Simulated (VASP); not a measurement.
Set up this calculation in VASP 6.6.1, as the native input.

| Property | Result |
| --- | --- |
| Task | single point |
| Functional | PBE |
| Potentials or basis | VASP PAW PBE potentials, release 64 (Zn) |
| Cutoff | 520 eV |
| k mesh | 22 × 22 × 22 |
| Occupations | gaussian, width 0.15 eV |
| Spin | no spin polarisation |
| Dipole correction | no |
| Further INCAR settings | ALGO = Fast; EDIFF = 1e-06; NBANDS = 12 |

The structure of Zn lies in POSCAR:

```
Zn
1.0
   -1.5533466300      1.5690370000      1.5690370000
    1.5533466300     -1.5690370000      1.5690370000
    1.5533466300      1.5690370000     -1.5690370000
Zn
1
Direct
    0.0000000000      0.0000000000      0.0000000000
```

This isn't the form of Zn at room conditions, which is hcp.

This cell differs from its parent crystal: strain -0.0100 x Voigt [1, 0, 0, 0, 0, 0].

The input as run:

INCAR

```
SYSTEM = Zn
  ALGO = Fast
  EDIFF = 1E-6
  ENCUT = 520
  GGA = PE
  ISIF = 2
  ISMEAR = 0
  LASPH = .True.
  LCHARG = .True.
  LELF = .True.
  LREAL = .False.
  LVHAR = .True.
  LWAVE = .False.
  NBANDS = 12
  NELM = 80
  PREC = Accurate
  SIGMA = 0.15
```

KPOINTS

```
k-points
0
Gamma
  22 22 22
  0 0 0
```

Potentials or basis: VASP PAW PBE potentials, release 64 (Zn).

Launch:

```bash
$ cat potpaw_PBE.64/Zn/POTCAR > POTCAR
$ mpirun -np 1 vasp_std > vasp.out
```

Results of the run:

```
Pressure               : 0.7 GPa
Band gap on the k mesh : zero (bands 6 and 7 overlap by 5.14 eV)
```

Caveat: the cell differs from its parent crystal (strain -0.0100 x Voigt [1, 0, 0, 0, 0, 0]).

It took 63 s on 1 thread of Intel(R) Xeon(R) Platinum 8488C (Sapphire Rapids) (shared host), peak memory 0.25 GiB.
